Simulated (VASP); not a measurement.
# GaN (F-43m) in VASP: a series of runs

GaN is run at these levels: PBE+D4, r2SCAN+D4, LDA, BHLYP; tasks: single point.

Everything below comes from runs of VASP 6.6.1. Logs are shortened: lines on timing, memory, paths and dates and some standing lists are left out, and cuts for length are marked.

### 1 The cell of the first run

It takes space group F-43m (No. 216, cubic). The conventional cell has a = 4.502 Å, b = 4.502 Å, c = 4.502 Å, α = 90.00°, β = 90.00°, γ = 90.00°. Ga (site symmetry -43m) has 4 N at 1.95 Å within 2.6 Å. N (site symmetry -43m) has 4 Ga at 1.95 Å within 2.6 Å.

### 2 Single point, PBE+D4

Contents of INCAR:

```
PREC = Accurate
ENCUT = 600
EDIFF = 1E-6
ISMEAR = -1
SIGMA = 0.05
LREAL = F
LASPH = T
NELM = 120
ALGO = Normal
ISIF = 2
LWAVE = F
LCHARG = F
GGA = PE
IVDW = 13
NBANDS = 16
GGA_COMPAT = F
```

Contents of KPOINTS:

```
regular mesh
0
Gamma
  10 10 10
```

Contents of POSCAR:

```
GaN
1.0
    0.0000000000      2.2509415759      2.2509415759
    2.2509415759      0.0000000000      2.2509415759
    2.2509415759      2.2509415759      0.0000000000
Ga N
1 1
Direct
    0.0000000000      0.0000000000      0.0000000000
    0.2500000000      0.2500000000      0.2500000000
```

Potentials or basis: VASP PAW PBE potentials, release 64 (Ga_d, N).

Run with:

```console
$ cat potpaw_PBE.64/Ga_d/POTCAR potpaw_PBE.64/N/POTCAR > POTCAR
$ mpirun -np 1 vasp_std > vasp.out
```

OUTCAR:

```text
PREC = Accurate
   ENCUT = 600
   EDIFF = 1E-6
   ISMEAR = -1
   LREAL = F
   LASPH = T
   NELM = 120
   ISIF = 2
   GGA = PE
   IVDW = 13

 ion  position               nearest neighbor table
   1  0.000  0.000  0.000-   2 1.95   2 1.95   2 1.95   2 1.95
   2  0.250  0.250  0.250-   1 1.95   1 1.95   1 1.95   1 1.95

  LATTYP: Found a face centered cubic cell.
 ALAT       =     4.5018831518

  Lattice vectors:

 A1 = (   0.0000000000,   2.2509415759,   2.2509415759)
 A2 = (   2.2509415759,   0.0000000000,   2.2509415759)
 A3 = (   2.2509415759,   2.2509415759,   0.0000000000)

Analysis of symmetry for initial positions (statically):
=====================================================================
 Subroutine PRICEL returns:
 Original cell was already a primitive cell.

 Routine SETGRP: Setting up the symmetry group for a
 face centered cubic supercell.

 Subroutine GETGRP returns: Found 24 space group operations
 (whereof 24 operations were pure point group operations)
 out of a pool of 48 trial point group operations.

The static configuration has the point symmetry T_d .

Analysis of symmetry for dynamics (positions and initial velocities):
=====================================================================
 Subroutine PRICEL returns:
 Original cell was already a primitive cell.

 Routine SETGRP: Setting up the symmetry group for a
 face centered cubic supercell.

 Subroutine GETGRP returns: Found 24 space group operations
 (whereof 24 operations were pure point group operations)
 out of a pool of 48 trial point group operations.

The dynamic configuration has the point symmetry T_d .

 Subroutine INISYM returns: Found 24 space group operations
 (whereof 24 operations are pure point group operations),
 and found     1 'primitive' translations

----------------------------------------------------------------------------------------

                                     Primitive cell

  volume of cell :      22.8099

  direct lattice vectors                    reciprocal lattice vectors
     0.000000000  2.250941576  2.250941576    -0.222129266  0.222129266  0.222129266
     2.250941576  0.000000000  2.250941576     0.222129266 -0.222129266  0.222129266
     2.250941576  2.250941576  0.000000000     0.222129266  0.222129266 -0.222129266

  length of vectors
     3.183312105  3.183312105  3.183312105     0.384739175  0.384739175  0.384739175

  position of ions in fractional coordinates (direct lattice)
     0.000000000  0.000000000  0.000000000
     0.250000000  0.250000000  0.250000000

[... 77 lines left out ...]
   LREAL  =      F    real-space projection
   EDIFFG = 0.1E-04   stopping-criterion for IOM
   NSW    =      0    number of steps for IOM
   IBRION =     -1    ionic relax: 0-MD 1-quasi-New 2-CG
   NFREE  =      0    steps in history (QN), initial steepest desc. (CG)
   ISIF   =      2    stress and relaxation
   ISYM   =      2    0-nonsym 1-usesym 2-fastsym
   POTIM  = 0.5000    time-step for ionic-motion
   TEBEG  =    0.0;   TEEND  =   0.0 temperature during run
   PSTRESS=    0.0 pullay stress
   NELECT =      18.0000    total number of electrons
   NUPDOWN=      -1.0000    fix difference up-down
   EMIN   =  10.00;   EMAX   =-10.00  energy-range for DOS
   EFERMI =   0.00;   METHOD = LEGACY
   ISMEAR =    -1;   SIGMA  =   0.05  broadening in eV -4-tet -1-fermi 0-gaus
   EFERMI_NEDOS =   21; number of points for ismear=-14 and -15
   IALGO  =     38    algorithm
   IMIX   =      4    mixing-type and parameters
     AMIX     =   0.40;   BMIX     =  1.00
     AMIX_MAG =   1.60;   BMIX_MAG =  1.00
  volume/ion in A,a.u.               =      11.40        76.96
  Fermi-wavevector in a.u.,A,eV,Ry     =   1.512835  2.858843 31.139225  2.288668
  Thomas-Fermi vector in A             =   2.622706
   LORBIT       =      0    0 simple, 1 ext, 2 COOP (PROOUT), +10 PAW based schemes
   GGA     = PE    functional components
   LHFCALC =     F    Hartree Fock is set to
   AEXX    =    0.0000 exact exchange contribution
   IVDW    =    13    specifies the selected vdW correction
   LEPSILON=     F    determine dielectric tensor
   LRPA    =     F    only Hartree local field effects (RPA)
 non-spin polarized calculation
  energy-cutoff  :      600.00
  volume of cell :       22.81
 maximum number of plane-waves:       778
 NGX is ok and might be reduce to    28
   NGX = 13   NGY = 13   NGZ = 13

 number of electron      18.0000005 magnetization

 Free energy of the ion-electron system (eV)
  ---------------------------------------------------
  ext. energy  EPLUGINS =         0.00000000
  ---------------------------------------------------
  free energy    TOTEN  =       -12.14200431 eV

  energy without entropy =      -12.14200431  energy(sigma->0) =      -12.14200431

 E-fermi :   6.2357     XC(G=0): -11.6853

 val. band max:        5.3182964259   @ k =   0.0000   0.0000   0.0000
 cond. band min:       7.0647681694   @ k =   0.0000   0.0000   0.0000
 fundamental gap:      1.7464717435
 Fermi energy:         6.2356579885

 k-point     1 :       0.0000    0.0000    0.0000
  band No.  band energies     occupation
      1     -10.6451      2.00000
      2      -8.1266      2.00000
      3      -8.1266      2.00000
      4      -8.1266      2.00000
      5      -7.8034      2.00000
      6      -7.8034      2.00000
[... 433 lines left out ...]
      3      -7.9002      2.00000
      4      -7.8997      2.00000
      5      -7.7424      2.00000
      6      -6.8854      2.00000
[... 8 lines left out ...]
     15      27.6861      0.00000
     16      27.7834      0.00000

 [... further k-points ...]

------------------------ aborting loop because EDIFF is reached ----------------------------------------

  DFT-D4 for vdW energy calculation

  Edisp (eV):   -0.80376

  FORCE on cell =-STRESS in cart. coord.  units (eV):
  Direction    XX          YY          ZZ          XY          YZ          ZX
  --------------------------------------------------------------------------------------
  -------------------------------------------------------------------------------------
  Total      -0.01448    -0.01448    -0.01448    -0.00000    -0.00000    -0.00000
  in kB      -1.01718    -1.01718    -1.01718    -0.00000    -0.00000    -0.00000
  external pressure =       -1.02 kB  Pullay stress =        0.00 kB

 VOLUME and BASIS-vectors are now :
 -----------------------------------------------------------------------------
  energy-cutoff  :      600.00
  volume of cell :       22.81
      direct lattice vectors                 reciprocal lattice vectors
     0.000000000  2.250941576  2.250941576    -0.222129266  0.222129266  0.222129266
     2.250941576  0.000000000  2.250941576     0.222129266 -0.222129266  0.222129266
     2.250941576  2.250941576  0.000000000     0.222129266  0.222129266 -0.222129266

 POSITION                                       TOTAL-FORCE (eV/Angst)
 -----------------------------------------------------------------------------------
      0.00000      0.00000      0.00000         0.000000      0.000000      0.000000
      1.12547      1.12547      1.12547        -0.000000     -0.000000     -0.000000
 -----------------------------------------------------------------------------------
    total drift:                                0.000000      0.000000      0.000000

  FREE ENERGIE OF THE ION-ELECTRON SYSTEM (eV)
  ---------------------------------------------------
  free  energy   TOTEN  =       -12.9457648660 eV

  energy  without entropy=      -12.9457648658  energy(sigma->0) =      -12.94576487
```

OSZICAR:

```text
N       E                     dE             d eps       ncg     rms          rms(c)
DAV:   1     0.805807160977E+02    0.80581E+02   -0.99091E+03  1688   0.219E+03
DAV:   2    -0.832519386321E+01   -0.88906E+02   -0.83109E+02  1680   0.335E+02
DAV:   3    -0.140847474255E+02   -0.57596E+01   -0.57352E+01  1800   0.733E+01
DAV:   4    -0.141475282007E+02   -0.62781E-01   -0.62771E-01  1912   0.824E+00
DAV:   5    -0.141483847165E+02   -0.85652E-03   -0.85651E-03  1832   0.877E-01    0.772E+00
DAV:   6    -0.121402538244E+02    0.20081E+01   -0.49159E+00  2280   0.403E+01    0.267E+00
DAV:   7    -0.121491671831E+02   -0.89134E-02   -0.32680E-01  1656   0.659E+00    0.175E+00
DAV:   8    -0.121456171549E+02    0.35500E-02   -0.56745E-02  1728   0.337E+00    0.741E-01
DAV:   9    -0.121417595445E+02    0.38576E-02   -0.14181E-02  2280   0.281E+00    0.193E-01
DAV:  10    -0.121420914922E+02   -0.33195E-03   -0.15115E-03  1816   0.580E-01    0.861E-02
DAV:  11    -0.121419983948E+02    0.93097E-04   -0.30104E-04  2200   0.276E-01    0.109E-02
DAV:  12    -0.121420045110E+02   -0.61162E-05   -0.30977E-05  1688   0.632E-02    0.111E-02
DAV:  13    -0.121420043107E+02    0.20032E-06   -0.12050E-06  1672   0.172E-02
   1 F= -.12945765E+02 E0= -.12945765E+02  d E =-.240225E-09
```

stdout:

```text
POSCAR found type information on POSCAR GaN
 POSCAR found :  2 types and       2 ions
 scaLAPACK will be used
 LDA part: xc-table for (Slater+PW92), standard interpolation
 POSCAR, INCAR and KPOINTS ok, starting setup
 FFT: planning ... GRIDC
 FFT: planning ... GRID_SOFT
 FFT: planning ... GRID
 WAVECAR not read
 entering main loop
```

It took 20 s on 1 thread of Intel Xeon 6975P-C, shared host; peak memory 0.17 GiB.

What came out:

| Item | Value |
| --- | --- |
| Free energy | -12.9458 eV |
| Pressure | -0.1 GPa |
| Band gap on the k mesh | 1.75 eV, direct |
| Dispersion energy per atom | -0.402 eV |

As with any semilocal functional, this PBE gap is likely too small.

### 3 Single point, r2SCAN+D4

This run uses another cell than the first one, of 10.99 Å³/atom, 0.963 times its volume.

Contents of POSCAR:

```
GaN
1.0
    0.0000000000      2.2230441631      2.2230441631
    2.2230441631      0.0000000000      2.2230441631
    2.2230441631      2.2230441631      0.0000000000
Ga N
1 1
Direct
    0.0000000000      0.0000000000      0.0000000000
    0.2500000000      0.2500000000      0.2500000000
```

Contents of INCAR.step1:

```
SYSTEM = GaN
PREC     = Accurate       ! precision mode
ENCUT    = 910            ! plane-wave cutoff, eV
ISMEAR   = -1             ! smearing method
SIGMA    = 0.05           ! smearing width, eV
LREAL    = .FALSE.        ! projectors in reciprocal space
LASPH    = .TRUE.         ! aspherical terms in the spheres
NELM     = 120            ! most SCF steps
NBANDS   = 16             ! bands
GGA      = PE             ! functional
ALGO     = Normal         ! electronic algorithm
EDIFF    = 1E-5           ! SCF threshold, eV
LWAVE    = .TRUE.         ! write WAVECAR
LCHARG   = .FALSE.        ! write CHGCAR
GGA_COMPAT= .FALSE.
```

Contents of INCAR.step2:

```
SYSTEM = GaN
PREC     = Accurate       ! precision mode
ENCUT    = 910            ! plane-wave cutoff, eV
EDIFF    = 1E-6           ! SCF threshold, eV
ISMEAR   = -1             ! smearing method
SIGMA    = 0.05           ! smearing width, eV
LREAL    = .FALSE.        ! projectors in reciprocal space
LASPH    = .TRUE.         ! aspherical terms in the spheres
NELM     = 120            ! most SCF steps
ALGO     = Normal         ! electronic algorithm
ISIF     = 2              ! what is computed and relaxed
LWAVE    = .FALSE.        ! write WAVECAR
LCHARG   = .FALSE.        ! write CHGCAR
METAGGA  = R2SCAN         ! meta-GGA
LMIXTAU  = .TRUE.       
IVDW     = 13             ! dispersion correction
VDW_S6   = 1.0          
VDW_S8   = 0.6018749    
VDW_A1   = 0.51559235   
VDW_A2   = 5.77342911   
NBANDS   = 16             ! bands
ISTART   = 1            
GGA_COMPAT= .FALSE.
```

Contents of KPOINTS:

```
Automatic mesh
0
G
  10 10 10
  0 0 0
```

Potentials or basis: VASP PAW PBE potentials, release 64 (Ga_d, N_h).

Run with:

```console
$ cat potpaw_PBE.64/Ga_d/POTCAR potpaw_PBE.64/N_h/POTCAR > POTCAR
$ cp INCAR.step1 INCAR
$ mpirun -np 1 vasp_std > vasp.out
$ cp INCAR.step2 INCAR
$ mpirun -np 1 vasp_std > vasp.out
```

It took 48 s on 1 thread of Intel Xeon 6975P-C (Granite Rapids), shared host; peak memory 0.21 GiB.

The run converged. Its results:

| Property | Result |
| --- | --- |
| Free energy | -22.1753 eV |
| Pressure | 6.3 GPa |
| Band gap on the k mesh | 2.39 eV, direct |
| Dispersion energy per atom | -0.151 eV |

Levels at points of the mesh, in eV from the valence-band top:
```csv
k point,band 5,band 6,band 7,band 8,band 9,band 10,band 11,band 12,band 13,band 14
"(0.00, 0.00, 0.00)",-13.47,-13.47,0.00,0.00,0.00,2.39,11.27,11.27,11.27,19.13
"(0.50, 0.00, 0.00)",-13.42,-12.34,-7.43,-1.05,-1.05,5.45,9.66,11.22,11.22,16.88
"(0.50, 0.50, 0.00)",-13.38,-11.96,-6.39,-2.93,-2.93,3.78,7.49,12.90,15.40,15.40
```

Caveat: the cutoff is under 1.25 times the usual one of these potentials, so pressure, stress and relaxed cells hold a basis-set (Pulay) error; the PAW data sets were made with another functional, which shifts forces and pressure a little.

### 4 Single point, LDA

This run uses another cell than the first one, of 11.44 Å³/atom, 1.003 times its volume.

Contents of INCAR:

```
PREC = Accurate
ENCUT = 910
EDIFF = 1E-6
ISMEAR = -1
SIGMA = 0.05
LREAL = False
LASPH = True
NELM = 120
ALGO = Normal
ISIF = 2
LWAVE = False
LCHARG = False
NBANDS = 16
GGA_COMPAT = False
```

Contents of KPOINTS:

```
regular mesh
0
Gamma
  10 10 10
```

Contents of POSCAR:

```
GaN
1.0
    0.0000000000      2.2535006075      2.2535006075
    2.2535006075      0.0000000000      2.2535006075
    2.2535006075      2.2535006075      0.0000000000
Ga N
1 1
Direct
    0.0000000000      0.0000000000      0.0000000000
    0.2500000000      0.2500000000      0.2500000000
```

Potentials or basis: VASP PAW LDA potentials, release 64 (Ga_d, N_h).

Run with:

```console
$ cat potpaw_LDA.64/Ga_d/POTCAR potpaw_LDA.64/N_h/POTCAR > POTCAR
$ mpirun -np 1 vasp_std > vasp.out
```

It took 46 s on 1 thread of AMD EPYC 7R43 (Zen 3), shared host; peak memory 0.14 GiB.

It converged, with:

```
Free energy            : -13.9354 eV
Pressure               : -5.7 GPa
Band gap on the k mesh : 1.75 eV, direct
```

Levels at points of the mesh, in eV from the valence-band top:
| k point | band 5 | band 6 | band 7 | band 8 | band 9 | band 10 | band 11 | band 12 | band 13 | band 14 |
| --- | --- | --- | --- | --- | --- | --- | --- | --- | --- | --- |
| (0.00, 0.00, 0.00) | -13.24 | -13.24 | 0.00 | 0.00 | 0.00 | 1.75 | 10.11 | 10.11 | 10.11 | 17.31 |
| (0.50, 0.00, 0.00) | -13.19 | -11.85 | -7.12 | -0.98 | -0.98 | 4.54 | 8.60 | 10.21 | 10.21 | 15.39 |
| (0.50, 0.50, 0.00) | -13.16 | -11.37 | -6.20 | -2.73 | -2.73 | 3.25 | 6.49 | 11.50 | 13.76 | 13.76 |

Caveat: the cutoff is under 1.25 times the usual one of these potentials, so pressure, stress and relaxed cells hold a basis-set (Pulay) error.

### 5 Single point, BHLYP

This run uses another cell than the first one, of 10.76 Å³/atom, 0.943 times its volume.

Contents of POSCAR:

```
GaN
1.0
    0.0000000000      2.2074978911      2.2074978911
    2.2074978911      0.0000000000      2.2074978911
    2.2074978911      2.2074978911      0.0000000000
Ga N
1 1
Direct
    0.0000000000      0.0000000000      0.0000000000
    0.2500000000      0.2500000000      0.2500000000
```

Contents of INCAR.step1:

```
ALGO = Normal ; EDIFF = 1E-5
ENCUT = 520 ; GGA = PE
ISIF = 2 ; ISMEAR = -1
LASPH = True ; LREAL = False
LWAVE = True ; NBANDS = 16
NELM = 100 ; PREC = Accurate
SIGMA = 0.05
```

Contents of INCAR.step2:

```
AEXX = 0.5 ; AGGAC = 1.0
AGGAX = 0.5 ; ALDAC = 0.0
ALDAX = 0.5 ; ALGO = Normal
EDIFF = 1E-6 ; ENCUT = 520
GGA = B5 ; ISIF = 2
ISMEAR = -1 ; ISTART = 1
LASPH = True ; LCHARG = True
LELF = True ; LHFCALC = True
LREAL = False ; LVHAR = True
LWAVE = False ; NBANDS = 16
NELM = 100 ; PREC = Accurate
PRECFOCK = Normal ; SIGMA = 0.05
```

Contents of KPOINTS:

```
k-points
0
Gamma
  5 5 5
```

Potentials or basis: VASP PAW PBE potentials, release 64 (Ga_d, N).

Run with:

```console
$ cat potpaw_PBE.64/Ga_d/POTCAR potpaw_PBE.64/N/POTCAR > POTCAR
$ cp INCAR.step1 INCAR
$ mpirun -np 1 vasp_std > vasp.out
$ cp INCAR.step2 INCAR
$ mpirun -np 1 vasp_std > vasp.out
```

It took 8.8 min on 1 thread of Intel Xeon Platinum 8375C at 2.90GHz (Ice Lake), shared host; peak memory 0.15 GiB.

The run converged. Its results:

```yaml
Free_energy: -18.1597 eV
Pressure: 13.6 GPa
Band_gap_on_the_k_mesh: 6.54 eV, direct
```

Levels at points of the mesh, in eV from the valence-band top:
| k point | band 5 | band 6 | band 7 | band 8 | band 9 | band 10 | band 11 | band 12 | band 13 | band 14 |
| --- | --- | --- | --- | --- | --- | --- | --- | --- | --- | --- |
| (0.00, 0.00, 0.00) | -17.43 | -17.43 | 0.00 | 0.00 | 0.00 | 6.54 | 15.69 | 15.69 | 15.69 | 23.90 |

Caveat: the k points lie up to 0.49 Å⁻¹ apart; the PAW data sets were made with another functional, which shifts forces and pressure a little.

### 6 Summary

```csv
level,potentials or basis,cell,k mesh,cutoff (eV),second run,grid for exact exchange (PRECFOCK),gap on the mesh (eV),pressure (GPa)
PBE+D4,"VASP PAW PBE potentials, release 64 (Ga_d, N)","a = 3.183 Å, angles 60.0°, 2 atoms",10 × 10 × 10,600,-,-,1.75,-0.1
r2SCAN+D4,"VASP PAW PBE potentials, release 64 (Ga_d, N_h)","a = 3.144 Å, angles 60.0°, 2 atoms",10 × 10 × 10,910,hard_potentials,-,2.39,6.3
LDA,"VASP PAW LDA potentials, release 64 (Ga_d, N_h)","a = 3.187 Å, angles 60.0°, 2 atoms",10 × 10 × 10,910,hard_potentials,-,1.75,-5.7
BHLYP,"VASP PAW PBE potentials, release 64 (Ga_d, N)","a = 3.122 Å, angles 60.0°, 2 atoms",5 × 5 × 5,520,-,Normal,6.54,13.6
```

Alike in all rows: task single point; no spin polarisation; smearing fermi-dirac 0.05 eV.

Caveats: some runs use coarse meshes; the cutoff is under 1.25 times the usual one of these potentials, so pressure, stress and relaxed cells hold a basis-set (Pulay) error (some runs); the PAW data sets were made with another functional, which shifts forces and pressure a little (some runs).

Absolute energies hang on the potentials; compare differences alone.
